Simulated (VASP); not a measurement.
A run of VASP 6.6.1:

INCAR

```
PREC     = Accurate       # precision mode
ENCUT    = 520            # plane-wave cutoff, eV
EDIFF    = 1E-6           # SCF threshold, eV
ISMEAR   = -1             # smearing method
SIGMA    = 0.1            # smearing width, eV
LREAL    = F              # projectors in reciprocal space
LASPH    = T              # aspherical terms in the spheres
NELM     = 60             # most SCF steps
ALGO     = Normal         # electronic algorithm
ISIF     = 2              # what is computed and relaxed
LWAVE    = F              # write WAVECAR
LCHARG   = F              # write CHGCAR
GGA      = PS             # functional
NBANDS   = 12             # bands
```

File KPOINTS:

```
regular mesh
0
Gamma
  22 22 22
```

The input POSCAR:

```
Ag
1.0
    0.0000000000      1.9416140728      1.9416140728
    1.9416140728      0.0000000000      1.9416140728
    1.9416140728      1.9416140728      0.0000000000
Ag
1
Direct
    0.0000000000      0.0000000000      0.0000000000
```

Potentials or basis: VASP PAW PBE potentials, release 64 (Ag).

Launch:

```bash
$ cat potpaw_PBE.64/Ag/POTCAR > POTCAR
$ mpirun -np 1 vasp_std > vasp.out
```

Hardware: 1 thread of Intel(R) Xeon(R) Platinum 8559C (Emerald Rapids) (shared host).

Problem. How long does it take, and how much memory?

Solution. Run time: 21 s on 1 thread of Intel(R) Xeon(R) Platinum 8559C (Emerald Rapids) (shared host), peak memory 0.16 GiB. Counts: scf iterations 11, k points 328.
